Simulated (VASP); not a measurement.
# Sn (Fd-3m) in VASP: further runs, part 2 of 2

VASP 6.6.1. Earlier steps stand in the parts before.

**3. Single point, PBE**

INCAR reads:

```
SYSTEM = Sn
PREC = Accurate ; ENCUT = 520
EDIFF = 1E-7 ; ISMEAR = -1
SIGMA = 0.1 ; LREAL = .False.
LASPH = .True. ; NELM = 80
ALGO = Normal ; ISIF = 2
LWAVE = .False. ; LCHARG = .False.
GGA = PE ; NBANDS = 21
```

KPOINTS reads:

```
regular mesh
0
Gamma
  14 14 14
  0 0 0
```

POSCAR reads:

```
Sn
1.0
    0.0000000000      2.3832439259      2.3832439259
    2.3832439259      0.0000000000      2.3832439259
    2.3832439259      2.3832439259      0.0000000000
Sn
2
Direct
   -0.1250000000     -0.1250000000     -0.1250000000
    0.1250000000      0.1250000000      0.1250000000
```

Potentials or basis: VASP PAW PBE potentials, release 64 (Sn_d).

Command:

```
cat potpaw_PBE.64/Sn_d/POTCAR > POTCAR
mpirun -np 1 vasp_std > vasp.out
```

OUTCAR:

```text
SYSTEM = Sn
   PREC = Accurate
   ENCUT = 520
   EDIFF = 1E-7
   ISMEAR = -1
   LREAL = .False.
   LASPH = .True.
   NELM = 80
   ISIF = 2
   GGA = PE

 ion  position               nearest neighbor table
   1  0.875  0.875  0.875-   2 2.06   2 2.06   2 2.06   2 2.06
   2  0.125  0.125  0.125-   1 2.06   1 2.06   1 2.06   1 2.06

  LATTYP: Found a face centered cubic cell.
 ALAT       =     4.7664878518

  Lattice vectors:

 A1 = (   0.0000000000,   2.3832439259,   2.3832439259)
 A2 = (   2.3832439259,   0.0000000000,   2.3832439259)
 A3 = (   2.3832439259,   2.3832439259,   0.0000000000)

Analysis of symmetry for initial positions (statically):
=====================================================================
 Subroutine PRICEL returns:
 Original cell was already a primitive cell.

 Routine SETGRP: Setting up the symmetry group for a
 face centered cubic supercell.

 Subroutine GETGRP returns: Found 48 space group operations
 (whereof 12 operations were pure point group operations)
 out of a pool of 48 trial point group operations.

The static configuration has the point symmetry D_3d.
 The point group associated with its full space group is O_h .

Analysis of symmetry for dynamics (positions and initial velocities):
=====================================================================
 Subroutine PRICEL returns:
 Original cell was already a primitive cell.

 Routine SETGRP: Setting up the symmetry group for a
 face centered cubic supercell.

 Subroutine GETGRP returns: Found 48 space group operations
 (whereof 12 operations were pure point group operations)
 out of a pool of 48 trial point group operations.

The dynamic configuration has the point symmetry D_3d.
 The point group associated with its full space group is O_h .

 Subroutine INISYM returns: Found 48 space group operations
 (whereof 12 operations are pure point group operations),
 and found     1 'primitive' translations

----------------------------------------------------------------------------------------

                                     Primitive cell

  volume of cell :      27.0729

  direct lattice vectors                    reciprocal lattice vectors
     0.000000000  2.383243926  2.383243926    -0.209798080  0.209798080  0.209798080
     2.383243926  0.000000000  2.383243926     0.209798080 -0.209798080  0.209798080
     2.383243926  2.383243926  0.000000000     0.209798080  0.209798080 -0.209798080

  length of vectors
     3.370415882  3.370415882  3.370415882     0.363380934  0.363380934  0.363380934

  position of ions in fractional coordinates (direct lattice)
     0.875000000  0.875000000  0.875000000
     0.125000000  0.125000000  0.125000000

  ion indices of the primitive-cell ions
   primitive index   ion index
                 1           1
                 2           2

----------------------------------------------------------------------------------------

 KPOINTS: regular mesh

Automatic generation of k-mesh.
 Grid dimensions read from file:
 generate k-points for:   14   14   14

 Generating k-lattice:

  Cartesian coordinates                     Fractional coordinates (reciprocal lattice)
    -0.014985577  0.014985577  0.014985577     0.071428571  0.000000000  0.000000000
     0.014985577 -0.014985577  0.014985577     0.000000000  0.071428571  0.000000000
     0.014985577  0.014985577 -0.014985577     0.000000000  0.000000000  0.071428571

  Length of vectors
     0.025955781  0.025955781  0.025955781

  Shift w.r.t. Gamma in fractional coordinates (k-lattice)
     0.000000000  0.000000000  0.000000000

 Subroutine IBZKPT returns following result:
 ===========================================

 Found    104 irreducible k-points:

 Following reciprocal coordinates:
            Coordinates               Weight
  0.000000  0.000000  0.000000      1.000000
  0.071429  0.000000  0.000000      8.000000
  0.142857  0.000000  0.000000      8.000000
  0.214286  0.000000  0.000000      8.000000
  0.285714  0.000000  0.000000      8.000000
  0.357143  0.000000  0.000000      8.000000
[... 16 lines left out ...]
  0.214286  0.142857  0.000000     24.000000
  0.285714  0.142857  0.000000     24.000000
 [... further k-points ...]
   k-points           NKPTS =    104   k-points in BZ     NKDIM =    104   number of bands    NBANDS=     21
   number of dos      NEDOS =    301   number of ions     NIONS =      2
   total plane-waves  NPLWV =  21952
   dimension x,y,z NGX =    28 NGY =   28 NGZ =   28
   dimension x,y,z NGXF=    56 NGYF=   56 NGZF=   56
   ions per type =               2
   NGX,Y,Z   is equivalent  to a cutoff of  13.81, 13.81, 13.81 a.u.
   NGXF,Y,Z  is equivalent  to a cutoff of  27.62, 27.62, 27.62 a.u.
 SYSTEM =  Sn
   PREC   = accura    normal or accurate (medium, high low for compatibility)
   ISTART =      0    job   : 0-new  1-cont  2-samecut
   ICHARG =      2    charge: 1-file 2-atom 10-const
   ISPIN  =      1    spin polarized calculation?
   LNONCOLLINEAR =      F non collinear calculations
   LSORBIT =      F    spin-orbit coupling
   LASPH  =      T    aspherical Exc in radial PAW
   ENCUT  =  520.0 eV  38.22 Ry    6.18 a.u.   6.27  6.27  6.27*2*pi/ulx,y,z
   NELM   =     80;   NELMIN=  2; NELMDL= -5     # of ELM steps
   EDIFF  = 0.1E-06   stopping-criterion for ELM
   LREAL  =      F    real-space projection
   EDIFFG = 0.1E-05   stopping-criterion for IOM
   NSW    =      0    number of steps for IOM
   IBRION =     -1    ionic relax: 0-MD 1-quasi-New 2-CG
   NFREE  =      0    steps in history (QN), initial steepest desc. (CG)
   ISIF   =      2    stress and relaxation
   ISYM   =      2    0-nonsym 1-usesym 2-fastsym
   POTIM  = 0.5000    time-step for ionic-motion
   TEBEG  =    0.0;   TEEND  =   0.0 temperature during run
   PSTRESS=    0.0 pullay stress
   NELECT =      28.0000    total number of electrons
   NUPDOWN=      -1.0000    fix difference up-down
   EMIN   =  10.00;   EMAX   =-10.00  energy-range for DOS
   EFERMI =   0.00;   METHOD = LEGACY
   ISMEAR =    -1;   SIGMA  =   0.10  broadening in eV -4-tet -1-fermi 0-gaus
   EFERMI_NEDOS =   21; number of points for ismear=-14 and -15
   IALGO  =     38    algorithm
   IMIX   =      4    mixing-type and parameters
     AMIX     =   0.40;   BMIX     =  1.00
     AMIX_MAG =   1.60;   BMIX_MAG =  1.00
  volume/ion in A,a.u.               =      13.54        91.35
  Fermi-wavevector in a.u.,A,eV,Ry     =   1.655576  3.128584 37.292624  2.740931
  Thomas-Fermi vector in A             =   2.743648
   LORBIT       =      0    0 simple, 1 ext, 2 COOP (PROOUT), +10 PAW based schemes
   GGA     = PE    functional components
   LHFCALC =     F    Hartree Fock is set to
   AEXX    =    0.0000 exact exchange contribution
   IVDW    =     0    specifies the selected vdW correction
   LEPSILON=     F    determine dielectric tensor
   LRPA    =     F    only Hartree local field effects (RPA)
 non-spin polarized calculation
  energy-cutoff  :      520.00
  volume of cell :       27.07
 maximum number of plane-waves:       748
 NGX is ok and might be reduce to    28
   NGX = 13   NGY = 13   NGZ = 13

 number of electron      28.0000007 magnetization

 Free energy of the ion-electron system (eV)
  ---------------------------------------------------
  ext. energy  EPLUGINS =         0.00000000
  ---------------------------------------------------
  free energy    TOTEN  =        13.90788504 eV

  energy without entropy =       13.92116072  energy(sigma->0) =       13.91452288

 E-fermi :  21.6641     XC(G=0): -13.8040

 val. band max:       21.6160744185   @ k =  -0.4286   0.3571   0.0000
 cond. band min:      21.6874262700   @ k =   0.3571   0.2857   0.0000
 fundamental gap:      0.0713518515
 Fermi energy:        21.6641492113

 k-point     1 :       0.0000    0.0000    0.0000
  band No.  band energies     occupation
      1      -5.7328      2.00000
      2      -5.7328      2.00000
      3      -5.7328      2.00000
      4      -5.5860      2.00000
      5      -5.5860      2.00000
      6      -3.0638      2.00000
[... 13 lines left out ...]
     20      28.8212      0.00000
     21      28.8212      0.00000
[... 529 lines left out ...]
 k-point    24 :       0.2857    0.1429    0.0000
  band No.  band energies     occupation
      1      -6.1275      2.00000
      2      -5.8998      2.00000
      3      -5.7829      2.00000
      4      -5.2156      2.00000
      5      -4.8258      2.00000
      6      -3.8820      2.00000
[... 13 lines left out ...]
     20      30.9739      0.00000
     21      32.3926      0.00000

 [... further k-points ...]

------------------------ aborting loop because EDIFF is reached ----------------------------------------

  FORCE on cell =-STRESS in cart. coord.  units (eV):
  Direction    XX          YY          ZZ          XY          YZ          ZX
  --------------------------------------------------------------------------------------
  -------------------------------------------------------------------------------------
  Total       63.8508925     63.8508925     63.8508925      0.0000000     -0.0000000      0.0000000
  in kB     3778.6970477   3778.6970477   3778.6970477      0.0000000     -0.0000000      0.0000000
  external PRESSURE =    3778.6970477 kB  Pullay stress =       0.0000000 kB

 VOLUME and BASIS-vectors are now :
 -----------------------------------------------------------------------------
  energy-cutoff  :      520.00
  volume of cell :       27.07
      direct lattice vectors                 reciprocal lattice vectors
     0.000000000  2.383243926  2.383243926    -0.209798080  0.209798080  0.209798080
     2.383243926  0.000000000  2.383243926     0.209798080 -0.209798080  0.209798080
     2.383243926  2.383243926  0.000000000     0.209798080  0.209798080 -0.209798080

 POSITION                                       TOTAL-FORCE (eV/Angst)
 -----------------------------------------------------------------------------------
      4.17068      4.17068      4.17068        -0.000000     -0.000000     -0.000000
      0.59581      0.59581      0.59581         0.000000      0.000000      0.000000
 -----------------------------------------------------------------------------------
    total drift:                                0.000000     -0.000000     -0.000000

  FREE ENERGIE OF THE ION-ELECTRON SYSTEM (eV)
  ---------------------------------------------------
  free  energy   TOTEN  =        13.9078850400 eV

  energy  without entropy=       13.9211607208  energy(sigma->0) =       13.91452288
```

OSZICAR:

```text
N       E                     dE             d eps       ncg     rms          rms(c)
DAV:   1     0.232336303945E+03    0.23234E+03   -0.14078E+04  4899   0.265E+03
DAV:   2     0.327812628838E+02   -0.19956E+03   -0.19380E+03  4388   0.483E+02
DAV:   3     0.132001393701E+02   -0.19581E+02   -0.19439E+02  4988   0.135E+02
DAV:   4     0.127096628187E+02   -0.49048E+00   -0.48995E+00  5109   0.220E+01
DAV:   5     0.126951277346E+02   -0.14535E-01   -0.14534E-01  5636   0.371E+00    0.109E+01
DAV:   6     0.134804492541E+02    0.78532E+00   -0.12055E-01  6344   0.215E+00    0.645E+00
DAV:   7     0.139074490127E+02    0.42700E+00   -0.22464E-01  6363   0.361E+00    0.330E-01
DAV:   8     0.139074581752E+02    0.91625E-05   -0.11347E-02  5124   0.798E-01    0.127E-01
DAV:   9     0.139078883085E+02    0.43013E-03   -0.61504E-04  6522   0.230E-01    0.270E-02
DAV:  10     0.139078820117E+02   -0.62969E-05   -0.67361E-05  5884   0.118E-01    0.132E-02
DAV:  11     0.139078812467E+02   -0.76496E-06   -0.26640E-06  5945   0.163E-02    0.376E-03
DAV:  12     0.139078848296E+02    0.35829E-05   -0.28588E-07  4595   0.843E-03    0.564E-04
DAV:  13     0.139078851400E+02    0.31034E-06   -0.18583E-08  2924   0.175E-03    0.311E-04
DAV:  14     0.139078850376E+02   -0.10237E-06   -0.60717E-09  2694   0.106E-03    0.587E-05
DAV:  15     0.139078850400E+02    0.23947E-08   -0.17153E-09  2619   0.554E-04
   1 F= 0.13907885E+02 E0= 0.13914523E+02  d E =-.132757E-01
```

stdout:

```text
POSCAR found type information on POSCAR Sn
 POSCAR found :  1 types and       2 ions
 scaLAPACK will be used
 LDA part: xc-table for (Slater+PW92), standard interpolation
 POSCAR, INCAR and KPOINTS ok, starting setup
 FFT: planning ... GRIDC
 FFT: planning ... GRID_SOFT
 FFT: planning ... GRID
 WAVECAR not read
 entering main loop
```

Run time: 32 s. Hardware: 1 thread of Intel Xeon 6975P-C (Granite Rapids), shared host; peak memory 0.18 GiB.

What came out:

- Free energy: 13.9079 eV
- Pressure: 377.9 GPa
- Band gap on the k mesh: zero (band 14 reaches 23.65 eV, above the bottom of band 15 at 21.19 eV)

Caveat: spin-orbit coupling is left out, which moves the levels of the heavy elements.
